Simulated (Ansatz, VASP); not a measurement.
## KTaO3 in VASP and in Ansatz

File INCAR:

```
PREC     = Accurate       # precision mode
ENCUT    = 520            # plane-wave cutoff, eV
EDIFF    = 1E-6           # SCF threshold, eV
ISMEAR   = 0              # smearing method
SIGMA    = 0.05           # smearing width, eV
LREAL    = F              # projectors in reciprocal space
LASPH    = T              # aspherical terms in the spheres
NELM     = 100            # most SCF steps
ALGO     = Normal         # electronic algorithm
ISIF     = 2              # what is computed and relaxed
LWAVE    = F              # write WAVECAR
LCHARG   = F              # write CHGCAR
GGA      = PE             # functional
NBANDS   = 27             # bands
```

KPOINTS

```
Automatic mesh
0
Gamma
  8 8 8
```

POSCAR

```
KTaO3
1.0
    4.0880075000      0.0000000000      0.0000000000
    0.0000000000      4.0880075000      0.0000000000
    0.0000000000      0.0000000000      3.9883000000
K Ta O
1 1 3
Direct
    0.5000000000      0.5000000000      0.5000000000
    0.0000000000      0.0000000000      0.0000000000
    0.5000000000      0.0000000000      0.0000000000
    0.0000000000      0.5000000000      0.0000000000
    0.0000000000      0.0000000000      0.5000000000
```

Input for Ansatz:

```yaml
crystal:
  lattice:
    - [4.0880075, 0.0, 0.0]
    - [0.0, 4.0880075, 0.0]
    - [0.0, 0.0, 3.9883]
  atoms:
    - { symbol: K, position: [0.5, 0.5, 0.5] }
    - { symbol: Ta, position: [0.0, 0.0, 0.0] }
    - { symbol: O, position: [0.5, 0.0, 0.0] }
    - { symbol: O, position: [0.0, 0.5, 0.0] }
    - { symbol: O, position: [0.0, 0.0, 0.5] }
basis:
  ecutwfc: 420
kpoints:
  mp_grid: { grid: [8, 8, 8] }
hamiltonian:
  xc: pbe
scf:
  occupations: { method: gaussian, width: 0.05 }
output:
  forces: true
  stress: true
  eigenvalues: true
  write_density: true
  write_potential: true
  elf: true
  volumetric_format: npy
```

Change from the starting cell: strain +0.025 along x and y, +0.000 along z, atoms carried along.

Alike in both runs: task single point; functional PBE; k mesh 8 × 8 × 8; occupations gaussian, width 0.05 eV; no spin polarisation.

```csv
,VASP,Ansatz
version,VASP 6.6.1,Ansatz 0.2.0
potentials or method,"VASP PAW PBE potentials, release 64 (K_sv, Ta_pv, O), cutoff 520 eV","scalar-relativistic, plane waves, PAW"
valence electrons in the cell,38,40
```

```tsv
	VASP	Ansatz	Ansatz less VASP
gap on the k mesh at the Fermi level (eV)	2.02	2.06	+0.043
least direct gap on the mesh (eV)	2.66	2.69	+0.037
pressure (GPa)	-3.3	-3.8	-0.53
traceless stress, the component that is largest in VASP (GPa)	5.37	5.28	-0.084
```

VASP's potentials hold 38 valence electrons a cell and Ansatz's 40, so a difference there can come from the potentials and not from the codes.

Neither program's run includes spin-orbit coupling.
